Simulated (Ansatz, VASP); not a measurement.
ScCdC4N4: VASP beside Ansatz

```
Sc Cd C N
1.0
     8.00663    0.00000    0.00000
     0.00000    8.00663    0.00000
     0.00000    0.00000    3.65402
Sc Cd C N
1 1 4 4
Direct
  0.50000 0.50000 0.00000
  0.00000 0.00000 0.00000
  0.20456 0.79544 0.00000
  0.79544 0.20456 0.00000
  0.20456 0.20456 0.00000
  0.79544 0.79544 0.00000
  0.30785 0.69215 0.00000
  0.69215 0.30785 0.00000
  0.30785 0.30785 0.00000
  0.69215 0.69215 0.00000
```

Alike in both runs: functional PBE; k mesh 2 × 2 × 6; occupations gaussian, width 0.1 eV; no spin polarisation.

Ansatz relaxed the structure, and its values are those at the end. VASP's run is a single point on that final structure, the one shown.

```csv
,VASP,Ansatz
version,VASP 6.6.1,Ansatz 0.2.0
potentials or method,"VASP PAW PBE potentials, release 64 (Sc_sv, Cd, C, N), cutoff 520 eV","scalar-relativistic, plane waves, PAW"
valence electrons in the cell,59,67
```

```csv
,VASP,Ansatz,Ansatz less VASP
gap on the k mesh at the Fermi level (eV),none,none,-
pressure (GPa),0.6,0.1,-0.49
rms of the force components (eV/Å),0.186,0.002,-0.1839
```

A gap of «none» marks a metal or a gap that the smearing closes. One of these differences is far larger than is usual between the two programs; its cause wasn't traced. With one functional, cell and mesh, what is left measures potentials, basis and numerics. VASP's potentials hold 59 valence electrons a cell and Ansatz's 67, so a difference there can come from the potentials and not from the codes.

The k mesh is coarse, so the values compare programs but aren't converged. Noted on VASP's run: the standard files for N, O and F lose accuracy on very short bonds.
